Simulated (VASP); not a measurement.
# Al (Im-3m) in VASP: notebook, part 2 of 2

VASP 6.6.1.

### Step 4. Single point, PBEsol

This run uses another cell than the first one, of 12.97 Å³/atom, 1.072 times its volume.

Input file INCAR:

```
  ALGO = Normal
  EDIFF = 1E-7
  ENCUT = 520
  GGA = PS
  ISIF = 2
  ISMEAR = 1
  LASPH = T
  LCHARG = F
  LREAL = F
  LWAVE = F
  NBANDS = 8
  NELM = 100
  PREC = Accurate
  SIGMA = 0.1
```

Input file KPOINTS:

```
k-points
0
Gamma
  9 9 9
```

Input file POSCAR:

```
Al
1.0
   -1.4801919411      1.4801919411      1.4801919411
    1.4801919411     -1.4801919411      1.4801919411
    1.4801919411      1.4801919411     -1.4801919411
Al
1
Direct
    0.0000000000      0.0000000000      0.0000000000
```

Potentials or basis: VASP PAW PBE potentials, release 64 (Al).

Started as:

```
cat potpaw_PBE.64/Al/POTCAR > POTCAR
mpirun -np 1 vasp_std > vasp.out
```

OUTCAR:

```text
EDIFF = 1E-7
   ENCUT = 520
   GGA = PS
   ISIF = 2
   ISMEAR = 1
   LASPH = T
   LREAL = F
   NELM = 100
   PREC = Accurate

 ion  position               nearest neighbor table
   1  0.000  0.000  0.000-

  LATTYP: Found a body centered cubic cell.
 ALAT       =     2.9603838822

  Lattice vectors:

 A1 = (  -1.4801919411,   1.4801919411,   1.4801919411)
 A2 = (   1.4801919411,  -1.4801919411,   1.4801919411)
 A3 = (   1.4801919411,   1.4801919411,  -1.4801919411)

Analysis of symmetry for initial positions (statically):
=====================================================================
 Subroutine PRICEL returns:
 Original cell was already a primitive cell.

 Routine SETGRP: Setting up the symmetry group for a
 body centered cubic supercell.

 Subroutine GETGRP returns: Found 48 space group operations
 (whereof 48 operations were pure point group operations)
 out of a pool of 48 trial point group operations.

The static configuration has the point symmetry O_h .

Analysis of symmetry for dynamics (positions and initial velocities):
=====================================================================
 Subroutine PRICEL returns:
 Original cell was already a primitive cell.

 Routine SETGRP: Setting up the symmetry group for a
 body centered cubic supercell.

 Subroutine GETGRP returns: Found 48 space group operations
 (whereof 48 operations were pure point group operations)
 out of a pool of 48 trial point group operations.

The dynamic configuration has the point symmetry O_h .

 Subroutine INISYM returns: Found 48 space group operations
 (whereof 48 operations are pure point group operations),
 and found     1 'primitive' translations

----------------------------------------------------------------------------------------

                                     Primitive cell

  volume of cell :      12.9722

[... 102 lines left out ...]
   EFERMI_NEDOS =   21; number of points for ismear=-14 and -15
   IALGO  =     38    algorithm
   IMIX   =      4    mixing-type and parameters
     AMIX     =   0.40;   BMIX     =  1.00
     AMIX_MAG =   1.60;   BMIX_MAG =  1.00
  volume/ion in A,a.u.               =      12.97        87.54
  Fermi-wavevector in a.u.,A,eV,Ry     =   1.004872  1.898932 13.738712  1.009767
  Thomas-Fermi vector in A             =   2.137515
   LORBIT       =      0    0 simple, 1 ext, 2 COOP (PROOUT), +10 PAW based schemes
   GGA     = PS    functional components
   LHFCALC =     F    Hartree Fock is set to
   AEXX    =    0.0000 exact exchange contribution
   IVDW    =     0    specifies the selected vdW correction
   LEPSILON=     F    determine dielectric tensor
   LRPA    =     F    only Hartree local field effects (RPA)
 non-spin polarized calculation
 Methfessel and Paxton  Order N= 1 SIGMA  =   0.10
  energy-cutoff  :      520.00
  volume of cell :       12.97
 maximum number of plane-waves:       370
   NGX =  9   NGY =  9   NGZ =  9

 number of electron       3.0000000 magnetization

 Free energy of the ion-electron system (eV)
  ---------------------------------------------------
  ext. energy  EPLUGINS =         0.00000000
  ---------------------------------------------------
  free energy    TOTEN  =        -3.71117688 eV

  energy without entropy =       -3.70971082  energy(sigma->0) =       -3.71068820

 E-fermi :  10.8716     XC(G=0): -11.1739

 val. band max:       10.8685435545   @ k =  -0.3333   0.4444   0.1111
 cond. band min:      11.0154471888   @ k =   0.2222   0.2222   0.1111
 fundamental gap:      0.1469036343
 Fermi energy:        10.8716243058

 k-point     1 :       0.0000    0.0000    0.0000
  band No.  band energies     occupation
      1      -2.1938      2.00000
      2      25.4993      0.00000
      3      25.4993      0.00000
      4      25.4993      0.00000
      5      28.9836      0.00000
      6      28.9836      0.00000
      7      29.3374      0.00000
      8      29.3374      0.00000
[... 243 lines left out ...]
 k-point    24 :      -0.4444   -0.4444    0.1111
  band No.  band energies     occupation
      1       6.4907      2.00000
      2       7.5969      2.00000
      3      14.0950      0.00000
      4      21.2757      0.00000
      5      24.0893      0.00000
      6      27.1342      0.00000
      7      28.3700      0.00000
      8      32.9482      0.00000

 [... further k-points ...]
[... 5 lines left out ...]
  --------------------------------------------------------------------------------------
  -------------------------------------------------------------------------------------
  Total        2.4464770      2.4464770      2.4464770     -0.0000000      0.0000000     -0.0000000
  in kB      302.1604530    302.1604530    302.1604530     -0.0000000      0.0000000     -0.0000000
  external PRESSURE =     302.1604530 kB  Pullay stress =       0.0000000 kB

 VOLUME and BASIS-vectors are now :
 -----------------------------------------------------------------------------
  energy-cutoff  :      520.00
  volume of cell :       12.97
      direct lattice vectors                 reciprocal lattice vectors
    -1.480191941  1.480191941  1.480191941     0.000000000  0.337794029  0.337794029
     1.480191941 -1.480191941  1.480191941     0.337794029  0.000000000  0.337794029
     1.480191941  1.480191941 -1.480191941     0.337794029  0.337794029  0.000000000

 POSITION                                       TOTAL-FORCE (eV/Angst)
 -----------------------------------------------------------------------------------
      0.00000      0.00000      0.00000         0.000000     -0.000000      0.000000
 -----------------------------------------------------------------------------------
    total drift:                                0.000000      0.000000      0.000000

  FREE ENERGIE OF THE ION-ELECTRON SYSTEM (eV)
  ---------------------------------------------------
  free  energy   TOTEN  =        -3.7111768843 eV

  energy  without entropy=       -3.7097108221  energy(sigma->0) =       -3.71068820
```

stdout:

```text
POSCAR found type information on POSCAR Al
 POSCAR found :  1 types and       1 ions
 scaLAPACK will be used
 -----------------------------------------------------------------------------
|                                                                             |
|                                                                             |
|     You enforced a specific xc type in the INCAR file but a different       |
|     I HOPE YOU KNOW WHAT YOU ARE DOING!                                     |
|                                                                             |
 -----------------------------------------------------------------------------

 LDA part: xc-table for (Slater+PW92), standard interpolation
 POSCAR, INCAR and KPOINTS ok, starting setup
 FFT: planning ... GRIDC
 FFT: planning ... GRID_SOFT
 FFT: planning ... GRID
 WAVECAR not read
 entering main loop
```

It took 1.8 s on 1 thread of Intel Xeon 6975P-C (Granite Rapids), shared host; peak memory 0.11 GiB.

Results:

```
Free energy : -3.7112 eV
Pressure    : 30.2 GPa
```

Caveat: the PAW data sets were made with another functional, which shifts forces and pressure a little.

### Step 5. Single point, PBEsol

This run uses another cell than the first one, of 16.58 Å³/atom, 1.371 times its volume.

Input file INCAR:

```
PREC = Accurate
ENCUT = 520
EDIFF = 1E-6
ISMEAR = 1
SIGMA = 0.1
LREAL = F
LASPH = T
NELM = 100
ALGO = Normal
ISIF = 2
LWAVE = F
LCHARG = F
GGA = PS
NBANDS = 8
```

Input file KPOINTS:

```
regular mesh
0
Gamma
  9 9 9
```

Input file POSCAR:

```
Al
1.0
   -1.6064162273      1.6064162273      1.6064162273
    1.6064162273     -1.6064162273      1.6064162273
    1.6064162273      1.6064162273     -1.6064162273
Al
1
Direct
    0.0000000000      0.0000000000      0.0000000000
```

Started as:

```
cat potpaw_PBE.64/Al/POTCAR > POTCAR
mpirun -np 1 vasp_std > vasp.out
```

Wall time 2 s (1 thread of Intel Xeon 6975P-C (Granite Rapids), shared host); peak memory 0.12 GiB.

The run converged. Its results:

* Free energy: -3.9885 eV
* Pressure: 0.1 GPa

Levels at points of the mesh, in eV from the Fermi level:
```
           k point  band 1  band 2  band 3  band 4  band 5  band 6
(0.00, 0.00, 0.00)  -11.07   13.23   13.23   13.23   14.63   14.63
```

Caveat: the PAW data sets were made with another functional, which shifts forces and pressure a little.

### Step 6. Relaxation of cell and atoms, PBEsol

This run uses another cell than the first one, of 16.12 Å³/atom, 1.332 times its volume.

Input file INCAR:

```
SYSTEM = Al
  ALGO = Normal
  EDIFF = 1E-7
  EDIFFG = -0.01
  ENCUT = 600
  GGA = PS
  IBRION = 2
  ISIF = 3
  ISMEAR = 1
  LASPH = .True.
  LCHARG = .False.
  LREAL = .False.
  LWAVE = .False.
  NELM = 80
  NSW = 80
  PREC = Accurate
  SIGMA = 0.1
```

Input file KPOINTS:

```
k-points
0
Gamma
  9 9 9
  0 0 0
```

Input file POSCAR:

```
Al
1.0
   -1.5912190000      1.5912190000      1.5912190000
    1.5912190000     -1.5912190000      1.5912190000
    1.5912190000      1.5912190000     -1.5912190000
Al
1
Direct
    0.0000000000      0.0000000000      0.0000000000
```

Potentials or basis: VASP PAW PBE potentials, release 64 (Al).

Started as:

```
cat potpaw_PBE.64/Al/POTCAR > POTCAR
mpirun -np 1 vasp_std > vasp.out
```

Run time: 3.2 s. Hardware: 1 thread of Intel Xeon 6975P-C (Granite Rapids), shared host; peak memory 0.13 GiB.

Results (log left out):

```yaml
Free_energy: -3.9885 eV
Relaxed_volume: 16.60 Å³/atom
Relaxed_cell: a = 2.783 Å, b = 2.783 Å, c = 2.783 Å, α = 109.47°, β = 109.47°, γ = 109.47°
Space_group_after_relaxing_to_0.05_Å: Im-3m (No. 229)
Energy_gained_by_relaxing: 3.7 meV/atom
Ionic_steps: 3
Pressure_after_relaxing: 0.0 GPa
```

The path:
```csv
step,energy change (eV),largest force (eV/Å),pressure (GPa),volume (Å³)
1,0.0000,0.0000,2.48,16.12
2,-0.0035,0.0000,-0.49,16.71
3,-0.0037,0.0000,-0.02,16.60
```

Final structure:
```
Al
1.0
    -1.60704    1.60704    1.60704
     1.60704   -1.60704    1.60704
     1.60704    1.60704   -1.60704
Al
1
Direct
  0.00000 0.00000 0.00000
```

Levels at points of the mesh, in eV from the Fermi level:
| k point | band 1 | band 2 | band 3 | band 4 |
| --- | --- | --- | --- | --- |
| (0.00, 0.00, 0.00) | -11.06 | 13.23 | 13.23 | 13.23 |

Caveat: the PAW data sets were made with another functional, which shifts forces and pressure a little.

### Step 7. Summary

```csv
task,cell,cutoff (eV),gap on the mesh (eV),pressure (GPa)
single point,"a = 2.505 Å, angles 109.5°, 1 atom",520,none,45.3
single point,"a = 2.646 Å, angles 109.5°, 1 atom",520,none,15.0
single point,"a = 2.564 Å, angles 109.5°, 1 atom",520,none,30.2
single point,"a = 2.782 Å, angles 109.5°, 1 atom",520,none,0.1
relaxation of cell and atoms,"relaxed from a = 2.756 Å, angles 109.5°, 1 atom",600,none,0.0
```

Alike in all rows: level PBEsol; potentials or basis VASP PAW PBE potentials, release 64 (Al); no spin polarisation; k mesh 9 × 9 × 9; smearing methfessel-paxton 0.1 eV.

Caveats: the PAW data sets were made with another functional, which shifts forces and pressure a little.

Absolute energies hang on the potentials; compare differences alone.
